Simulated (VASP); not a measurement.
Write the native input for VASP 6.6.1 that does the following.

```
Task                   : single point
Functional             : PBEsol
Potentials or basis    : VASP PAW PBE potentials, release 64 (Ni, Sb)
Cutoff                 : 520 eV
k mesh                 : 8 × 6 × 10
Occupations            : gaussian, width 0.1 eV
Spin                   : no spin polarisation
Dipole correction      : no
Further INCAR settings : ALGO = Normal; EDIFF = 1e-06; NBANDS = 29
```

The structure of NiSb2 lies in POSCAR:

```
NiSb2
1.0
    5.0937447113      0.0000000000      0.0000000000
    0.0000000000      6.2224297547      0.0000000000
    0.0000000000      0.0000000000      3.7895011313
Ni Sb
2 4
Direct
    0.0000000000      0.0000000000      0.0000000000
    0.5000000000      0.5000000000      0.5000000000
    0.2203913892      0.3572878473      0.0000000000
    0.7796086108      0.6427121527      0.0000000000
    0.7203913892      0.1427121527      0.5000000000
    0.2796086108      0.8572878473      0.5000000000
```

These files were run (other wordings do the same):

INCAR

```
SYSTEM = NiSb2
ALGO = Normal
EDIFF = 1E-6
ENCUT = 520
GGA = PS
ISIF = 2
ISMEAR = 0
LASPH = .TRUE.
LCHARG = .TRUE.
LELF = .TRUE.
LREAL = .FALSE.
LVHAR = .TRUE.
LWAVE = .FALSE.
NBANDS = 29
NELM = 100
PREC = Accurate
SIGMA = 0.1
```

KPOINTS

```
k-points
0
G
  8 6 10
  0 0 0
```

Potentials or basis: VASP PAW PBE potentials, release 64 (Ni, Sb).

Command:

```bash
$ cat potpaw_PBE.64/Ni/POTCAR potpaw_PBE.64/Sb/POTCAR > POTCAR
$ mpirun -np 1 vasp_std > vasp.out
```

It gave:

The pressure is 3.3 GPa and the largest force is 0.032 eV/Å. The band gap on the k mesh is zero (bands 20 and 21 overlap by 1.91 eV).

Caveat: the cell stands under pressure; the PAW data sets were made with another functional, which shifts forces and pressure a little; spin-orbit coupling is left out, which moves the levels of the heavy elements.

Run time: 9.7 min on 1 thread of Intel Xeon 8259CL, with other jobs on the host, peak memory 0.48 GiB.
